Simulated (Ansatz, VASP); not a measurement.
## CoSi2: VASP beside Ansatz

INCAR

```
ALGO = Normal
EDIFF = 1E-7
ENCUT = 520
GGA = PE
ISIF = 2
ISMEAR = 0
LASPH = True
LCHARG = False
LREAL = False
LWAVE = False
NBANDS = 16
NELM = 80
PREC = Accurate
SIGMA = 0.15
```

The input KPOINTS:

```
k-points
0
Gamma
  16 16 16
```

The input POSCAR:

```
CoSi2
1.0
    0.0000000000      2.6799390597      2.6799390597
    2.6799390597      0.0000000000      2.6799390597
    2.6799390597      2.6799390597      0.0000000000
Co Si
1 2
Direct
    0.0000000000      0.0000000000      0.0000000000
    0.2217242739      0.2217242739      0.2217242739
    0.7782757261      0.7782757261      0.7782757261
```

Input for Ansatz:

```yaml
crystal:
  lattice:
    - [0.0, 2.6799390597, 2.6799390597]
    - [2.6799390597, 0.0, 2.6799390597]
    - [2.6799390597, 2.6799390597, 0.0]
  atoms:
    - { symbol: Co, position: [0.0, 0.0, 0.0] }
    - { symbol: Si, position: [0.2217242739, 0.2217242739, 0.2217242739] }
    - { symbol: Si, position: [0.7782757261, 0.7782757261, 0.7782757261] }
basis:
  ecutwfc: 420
kpoints:
  mp_grid: { grid: [16, 16, 16] }
hamiltonian:
  xc: pbe
scf:
  occupations: { method: gaussian, width: 0.15 }
output:
  forces: true
  stress: true
  eigenvalues: true
```

Change from the starting cell: mode 4 (324.9 1/cm) frozen in, largest displacement +0.263 Å.

Alike in both runs: task single point; functional PBE; k mesh 16 × 16 × 16; occupations gaussian, width 0.15 eV; no spin polarisation.

|  | VASP | Ansatz |
| --- | --- | --- |
| version | VASP 6.6.1 | Ansatz 0.2.0 |
| potentials or method | VASP PAW PBE potentials, release 64 (Co, Si), cutoff 520 eV | scalar-relativistic, plane waves, PAW |
| valence electrons in the cell | 17 | 25 |

|  | VASP | Ansatz | Ansatz less VASP |
| --- | --- | --- | --- |
| gap on the k mesh at the Fermi level (eV) | none | none | - |
| pressure (GPa) | 12.1 | 12.3 | +0.12 |
| traceless stress, the component that is largest in VASP (GPa) | 15.87 | 15.83 | -0.047 |
| rms of the force components (eV/Å) | 1.913 | 1.914 | +0.0006 |

Atom by atom the forces differ by 0.001 eV/Å (rms over components). A gap of «none» marks a metal or a gap that the smearing closes. VASP's potentials hold 17 valence electrons a cell and Ansatz's 25, so a difference there can come from the potentials and not from the codes.
